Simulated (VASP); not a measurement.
# CoSn (P6/mmm) in VASP: single point with PBE+D3(BJ)

Aim: the single point of CoSn with PBE+D3(BJ).

Program: VASP 6.6.1. These are calculated values, not measurements. Logs are shortened: lines on timing, memory, paths and dates and some standing lists are left out, and cuts for length are marked.

**1. The cell of the first run**

Symmetry: P6/mmm, No. 191, hexagonal system. Conventional cell: a = 5.241 Å, b = 5.241 Å, c = 4.186 Å, α = 90.00°, β = 90.00°, γ = 120.00°. Co (site symmetry mmm) has 6 Sn at 2.58 to 2.62 Å and 4 Co at 2.62 Å within 3.4 Å. Within 3.4 Å of Sn (site symmetry -6m2) lie 6 Co at 2.58 Å and 3 Sn at 3.03 Å. Within 3.5 Å of Sn (site symmetry 6/mmm) lie 6 Co at 2.62 Å.

**2. Single point, PBE+D3(BJ)**

INCAR reads:

```
PREC     = Accurate       # precision mode
ENCUT    = 520            # plane-wave cutoff, eV
EDIFF    = 1E-6           # SCF threshold, eV
ISMEAR   = 0              # smearing method
SIGMA    = 0.1            # smearing width, eV
LREAL    = False          # projectors in reciprocal space
LASPH    = True           # aspherical terms in the spheres
NELM     = 100            # most SCF steps
ALGO     = Fast           # electronic algorithm
ISIF     = 2              # what is computed and relaxed
LWAVE    = False          # write WAVECAR
LCHARG   = False          # write CHGCAR
GGA      = PE             # functional
IVDW     = 12             # dispersion correction
NBANDS   = 44             # bands
```

KPOINTS reads:

```
Automatic mesh
0
Gamma
  12 12 8
```

POSCAR reads:

```
CoSn
1.0
    5.2407009794      0.0000000000      0.0000000000
   -2.6203504897      4.5385801818      0.0000000000
    0.0000000000      0.0000000000      4.1859873954
Co Sn
3 3
Direct
    0.0000000000      0.5000000000      0.0000000000
    0.5000000000      0.5000000000      0.0000000000
    0.5000000000      0.0000000000      0.0000000000
    0.6666666667      0.3333333333      0.5000000000
    0.3333333333      0.6666666667      0.5000000000
    0.0000000000      0.0000000000      0.0000000000
```

Potentials or basis: VASP PAW PBE potentials, release 64 (Co, Sn_d).

On the command line:

```
$ cat potpaw_PBE.64/Co/POTCAR potpaw_PBE.64/Sn_d/POTCAR > POTCAR
$ mpirun -np 1 vasp_std > vasp.out
```

OUTCAR:

```text
PREC = Accurate
   ENCUT = 520
   EDIFF = 1E-6
   ISMEAR = 0
   LREAL = False
   LASPH = True
   NELM = 100
   ISIF = 2
   GGA = PE
   IVDW = 12
 IVDW          = 12

 ion  position               nearest neighbor table
   1  0.000  0.500  0.000-   4 2.58   5 2.58   4 2.58   5 2.58   2 2.62   2 2.62   6 2.62   6 2.62
                             3 2.62   3 2.62
   2  0.500  0.500  0.000-   4 2.58   5 2.58   4 2.58   5 2.58   1 2.62   1 2.62   6 2.62   3 2.62
                             3 2.62   6 2.62
   3  0.500  0.000  0.000-   4 2.58   5 2.58   4 2.58   5 2.58   6 2.62   6 2.62   1 2.62   2 2.62
                             2 2.62   1 2.62
   4  0.667  0.333  0.500-   1 2.58   1 2.58   3 2.58   3 2.58   2 2.58   2 2.58   5 3.03   5 3.03
                             5 3.03   6 3.68   6 3.68   6 3.68   6 3.68   6 3.68   6 3.68
   5  0.333  0.667  0.500-   1 2.58   1 2.58   3 2.58   3 2.58   2 2.58   2 2.58   4 3.03   4 3.03
                             4 3.03   6 3.68   6 3.68   6 3.68   6 3.68   6 3.68   6 3.68
   6  0.000  0.000  0.000-   3 2.62   3 2.62   1 2.62   1 2.62   2 2.62   2 2.62   5 3.68   4 3.68
                             5 3.68   4 3.68   4 3.68   5 3.68   5 3.68   4 3.68   5 3.68   5 3.68

  LATTYP: Found a hexagonal cell.
 ALAT       =     5.2407009794
 C/A-ratio  =     0.7987457044

  Lattice vectors:

 A1 = (   5.2407009794,   0.0000000000,   0.0000000000)
 A2 = (  -2.6203504897,   4.5385801818,   0.0000000000)
 A3 = (   0.0000000000,   0.0000000000,   4.1859873954)

Analysis of symmetry for initial positions (statically):
=====================================================================
 Subroutine PRICEL returns:
 Original cell was already a primitive cell.

 Routine SETGRP: Setting up the symmetry group for a
 hexagonal supercell.

 Subroutine GETGRP returns: Found 24 space group operations
 (whereof 24 operations were pure point group operations)
 out of a pool of 24 trial point group operations.

The static configuration has the point symmetry D_6h.

Analysis of symmetry for dynamics (positions and initial velocities):
=====================================================================
 Subroutine PRICEL returns:
 Original cell was already a primitive cell.

 Routine SETGRP: Setting up the symmetry group for a
 hexagonal supercell.

 Subroutine GETGRP returns: Found 24 space group operations
 (whereof 24 operations were pure point group operations)
 out of a pool of 24 trial point group operations.

The dynamic configuration has the point symmetry D_6h.

 Subroutine INISYM returns: Found 24 space group operations
 (whereof 24 operations are pure point group operations),
 and found     1 'primitive' translations

----------------------------------------------------------------------------------------

                                     Primitive cell

  volume of cell :      99.5651

  direct lattice vectors                    reciprocal lattice vectors
     5.240700979  0.000000000  0.000000000     0.190814169  0.110166612  0.000000000
    -2.620350490  4.538580182  0.000000000     0.000000000  0.220333223  0.000000000
     0.000000000  0.000000000  4.185987395     0.000000000  0.000000000  0.238892263

  length of vectors
     5.240700979  5.240700979  4.185987395     0.220333223  0.220333223  0.238892263

  position of ions in fractional coordinates (direct lattice)
     0.000000000  0.500000000  0.000000000
     0.500000000  0.500000000  0.000000000
     0.500000000  0.000000000  0.000000000
     0.666666667  0.333333333  0.500000000
     0.333333333  0.666666667  0.500000000
     0.000000000  0.000000000  0.000000000

  ion indices of the primitive-cell ions
   primitive index   ion index
                 1           1
                 2           2
                 3           3
                 4           4
                 5           5
                 6           6

----------------------------------------------------------------------------------------

 KPOINTS: Automatic mesh

Automatic generation of k-mesh.
 Grid dimensions read from file:
 generate k-points for:   12   12    8

 Generating k-lattice:

  Cartesian coordinates                     Fractional coordinates (reciprocal lattice)
     0.015901181  0.009180551  0.000000000     0.083333333  0.000000000  0.000000000
     0.000000000  0.018361102  0.000000000     0.000000000  0.083333333  0.000000000
     0.000000000  0.000000000  0.029861533     0.000000000  0.000000000  0.125000000

  Length of vectors
     0.018361102  0.018361102  0.029861533

  Shift w.r.t. Gamma in fractional coordinates (k-lattice)
     0.000000000  0.000000000  0.000000000

 Subroutine IBZKPT returns following result:
 ===========================================

 Found     95 irreducible k-points:

 Following reciprocal coordinates:
            Coordinates               Weight
  0.000000  0.000000  0.000000      1.000000
  0.083333  0.000000  0.000000      6.000000
  0.166667  0.000000  0.000000      6.000000
  0.250000  0.000000  0.000000      6.000000
  0.333333  0.000000  0.000000      6.000000
  0.416667  0.000000  0.000000      6.000000
[... 16 lines left out ...]
  0.250000  0.000000  0.125000     12.000000
  0.333333  0.000000  0.125000     12.000000
 [... further k-points ...]
   k-points           NKPTS =     95   k-points in BZ     NKDIM =     95   number of bands    NBANDS=     44
   number of dos      NEDOS =    301   number of ions     NIONS =      6
   total plane-waves  NPLWV =  51200
   dimension x,y,z NGX =    40 NGY =   40 NGZ =   32
   dimension x,y,z NGXF=    80 NGYF=   80 NGZF=   64
   ions per type =               3   3
   NGX,Y,Z   is equivalent  to a cutoff of  12.69, 12.69, 12.71 a.u.
   NGXF,Y,Z  is equivalent  to a cutoff of  25.38, 25.38, 25.42 a.u.
 SYSTEM =  unknown system
   PREC   = accura    normal or accurate (medium, high low for compatibility)
   ISTART =      0    job   : 0-new  1-cont  2-samecut
   ICHARG =      2    charge: 1-file 2-atom 10-const
   ISPIN  =      1    spin polarized calculation?
   LNONCOLLINEAR =      F non collinear calculations
   LSORBIT =      F    spin-orbit coupling
   LASPH  =      T    aspherical Exc in radial PAW
   ENCUT  =  520.0 eV  38.22 Ry    6.18 a.u.   9.74  9.74  7.78*2*pi/ulx,y,z
   NELM   =    100;   NELMIN=  2; NELMDL= -5     # of ELM steps
   EDIFF  = 0.1E-05   stopping-criterion for ELM
   LREAL  =      F    real-space projection
   EDIFFG = 0.1E-04   stopping-criterion for IOM
   NSW    =      0    number of steps for IOM
   IBRION =     -1    ionic relax: 0-MD 1-quasi-New 2-CG
   NFREE  =      0    steps in history (QN), initial steepest desc. (CG)
   ISIF   =      2    stress and relaxation
   ISYM   =      2    0-nonsym 1-usesym 2-fastsym
   POTIM  = 0.5000    time-step for ionic-motion
   TEBEG  =    0.0;   TEEND  =   0.0 temperature during run
   PSTRESS=    0.0 pullay stress
   NELECT =      69.0000    total number of electrons
   NUPDOWN=      -1.0000    fix difference up-down
   EMIN   =  10.00;   EMAX   =-10.00  energy-range for DOS
   EFERMI =   0.00;   METHOD = LEGACY
   ISMEAR =     0;   SIGMA  =   0.10  broadening in eV -4-tet -1-fermi 0-gaus
   EFERMI_NEDOS =   21; number of points for ismear=-14 and -15
   IALGO  =     68    algorithm
   IMIX   =      4    mixing-type and parameters
     AMIX     =   0.40;   BMIX     =  1.00
     AMIX_MAG =   1.60;   BMIX_MAG =  1.00
  volume/ion in A,a.u.               =      16.59       111.98
  Fermi-wavevector in a.u.,A,eV,Ry     =   1.448734  2.737711 28.556332  2.098831
  Thomas-Fermi vector in A             =   2.566541
   LORBIT       =      0    0 simple, 1 ext, 2 COOP (PROOUT), +10 PAW based schemes
   GGA     = PE    functional components
   LHFCALC =     F    Hartree Fock is set to
   AEXX    =    0.0000 exact exchange contribution
   IVDW    =    12    specifies the selected vdW correction
   LEPSILON=     F    determine dielectric tensor
   LRPA    =     F    only Hartree local field effects (RPA)
 non-spin polarized calculation
 RMM-DIIS sequential band-by-band and
 Gauss-broadening in eV      SIGMA  =   0.10
  energy-cutoff  :      520.00
  volume of cell :       99.57
 maximum number of plane-waves:      2699
 NGX is ok and might be reduce to    40
   NGX = 19   NGY = 19   NGZ = 15

 number of electron      69.0000004 magnetization

 Free energy of the ion-electron system (eV)
  ---------------------------------------------------
  ext. energy  EPLUGINS =         0.00000000
  ---------------------------------------------------
  free energy    TOTEN  =       -33.21822138 eV

  energy without entropy =      -33.20640100  energy(sigma->0) =      -33.21231119

 E-fermi :  10.1828     XC(G=0): -11.8716

 val. band max:       10.1696631964   @ k =   0.3333   0.0000   0.1250
 cond. band min:      10.2124763028   @ k =   0.2500   0.0000   0.0000
 fundamental gap:      0.0428131065
 Fermi energy:        10.1828334048

 k-point     1 :       0.0000    0.0000    0.0000
  band No.  band energies     occupation
      1     -11.3289      2.00000
      2     -11.2136      2.00000
      3     -11.2136      2.00000
      4     -11.1987      2.00000
      5     -11.1987      2.00000
      6     -11.1057      2.00000
[... 36 lines left out ...]
     43      16.2891      0.00000
     44      16.8628      0.00000

 k-point     2 :       0.0833    0.0000    0.0000
  band No.  band energies     occupation
      1     -11.3282      2.00000
      2     -11.2144      2.00000
      3     -11.2137      2.00000
      4     -11.2051      2.00000
      5     -11.2023      2.00000
      6     -11.1131      2.00000
[... 36 lines left out ...]
     43      16.1214      0.00000
     44      16.1571      0.00000

 k-point     3 :       0.1667    0.0000    0.0000
  band No.  band energies     occupation
      1     -11.3265      2.00000
      2     -11.2202      2.00000
      3     -11.2165      2.00000
      4     -11.2137      2.00000
      5     -11.2123      2.00000
      6     -11.1223      2.00000
[... 36 lines left out ...]
     43      15.3732      0.00000
     44      15.9512      0.00000

 k-point     4 :       0.2500    0.0000    0.0000
  band No.  band energies     occupation
      1     -11.3243      2.00000
      2     -11.2371      2.00000
      3     -11.2256      2.00000
      4     -11.2192      2.00000
      5     -11.2125      2.00000
      6     -11.1269      2.00000
[... 882 lines left out ...]
     43      15.1947      0.00000
     44      16.5628      0.00000

 k-point    23 :       0.2500    0.0000    0.1250
  band No.  band energies     occupation
      1     -11.3218      2.00000
      2     -11.2418      2.00000
      3     -11.2312      2.00000
      4     -11.2135      2.00000
      5     -11.2069      2.00000
      6     -11.1243      2.00000
[... 36 lines left out ...]
     43      15.0759      0.00000
     44      16.9636      0.00000

 k-point    24 :       0.3333    0.0000    0.1250
  band No.  band energies     occupation
      1     -11.3199      2.00000
      2     -11.2550      2.00000
      3     -11.2403      2.00000
      4     -11.2167      2.00000
      5     -11.2079      2.00000
      6     -11.1262      2.00000
[... 36 lines left out ...]
     43      15.1113      0.00000
     44      16.7839      0.00000

 [... further k-points ...]

------------------------ aborting loop because EDIFF is reached ----------------------------------------

 Edisp (eV)   -2.60635

 E8    (eV) :    -1.2109

  FORCE on cell =-STRESS in cart. coord.  units (eV):
  Direction    XX          YY          ZZ          XY          YZ          ZX
  --------------------------------------------------------------------------------------
  -------------------------------------------------------------------------------------
  Total      -0.06613    -0.06613    -0.12375     0.00000     0.00000    -0.00000
  in kB      -1.06412    -1.06412    -1.99128     0.00000     0.00000    -0.00000
  external pressure =       -1.37 kB  Pullay stress =        0.00 kB

 VOLUME and BASIS-vectors are now :
 -----------------------------------------------------------------------------
  energy-cutoff  :      520.00
  volume of cell :       99.57
      direct lattice vectors                 reciprocal lattice vectors
     5.240700979  0.000000000  0.000000000     0.190814169  0.110166612  0.000000000
    -2.620350490  4.538580182  0.000000000     0.000000000  0.220333223  0.000000000
     0.000000000  0.000000000  4.185987395     0.000000000  0.000000000  0.238892263

 POSITION                                       TOTAL-FORCE (eV/Angst)
 -----------------------------------------------------------------------------------
     -1.31018      2.26929      0.00000         0.000000      0.000000      0.000000
      1.31018      2.26929      0.00000         0.000000      0.000000      0.000000
      2.62035      0.00000      0.00000         0.000000      0.000000      0.000000
      2.62035      1.51286      2.09299        -0.000000      0.000000      0.000000
     -0.00000      3.02572      2.09299         0.000000     -0.000000     -0.000000
      0.00000      0.00000      0.00000         0.000000      0.000000      0.000000
 -----------------------------------------------------------------------------------
    total drift:                               -0.000000      0.000000     -0.000000

  FREE ENERGIE OF THE ION-ELECTRON SYSTEM (eV)
  ---------------------------------------------------
  free  energy   TOTEN  =       -35.8245684358 eV

  energy  without entropy=      -35.8127480559  energy(sigma->0) =      -35.81865825
```

It took 4.2 min on 1 thread of Intel Xeon 6975P-C (Granite Rapids), shared host; peak memory 0.45 GiB.

What came out:

```
Free energy                : -35.8246 eV
Pressure                   : -0.1 GPa
Band gap on the k mesh     : zero (an odd number of electrons rules out a gap without spin polarisation)
Dispersion energy per atom : -0.434 eV
```

Caveat: spin-orbit coupling is left out, which moves the levels of the heavy elements; the run has no spin polarisation, though such a crystal can be magnetic. Spin polarisation is off, so any magnetic state and its effect on volume and gap are missing.
